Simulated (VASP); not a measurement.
A run of VASP 6.6.1:

Contents of INCAR:

```
SYSTEM = In3F
PREC = Accurate
ENCUT = 600
EDIFF = 1E-7
ISMEAR = 0
SIGMA = 0.1
LREAL = .FALSE.
LASPH = .TRUE.
NELM = 80
ALGO = Normal
ISIF = 3
LWAVE = .FALSE.
LCHARG = .FALSE.
GGA = PE
IBRION = 2
NSW = 90
EDIFFG = -0.04
```

KPOINTS

```
Automatic mesh
0
G
  3 3 3
  0 0 0
```

POSCAR

```
In3F
1.0
    3.3735602100      1.9477258900      5.5054842800
   -3.3735602100      1.9477258900      5.5054842800
    0.0000000000     -3.8954517900      5.5054842800
In F
6 2
Direct
    0.7265845500      0.2500000000      0.7734154500
    0.2500000000      0.7734154500      0.7265845500
    0.7734154500      0.7265845500      0.2500000000
    0.2734154500      0.7500000000      0.2265845500
    0.7500000000      0.2265845500      0.2734154500
    0.2265845500      0.2734154500      0.7500000000
    0.5000000000      0.5000000000      0.5000000000
    0.0000000000      0.0000000000      0.0000000000
```

Potentials or basis: VASP PAW PBE potentials, release 64 (In_d, F).

The run is started by

```console
$ cat potpaw_PBE.64/In_d/POTCAR potpaw_PBE.64/F/POTCAR > POTCAR
$ mpirun -np 1 vasp_std > vasp.out
```

Hardware: 1 thread of AMD EPYC 9R45 96-Core Processor (Zen 5), with other jobs on the host.

Estimate the wall time of this run.

Wall time 39 min on 1 thread of AMD EPYC 9R45 96-Core Processor (Zen 5) (shared host), peak memory 0.42 GiB. Counts: scf iterations 501, k points 6, ion steps 39.
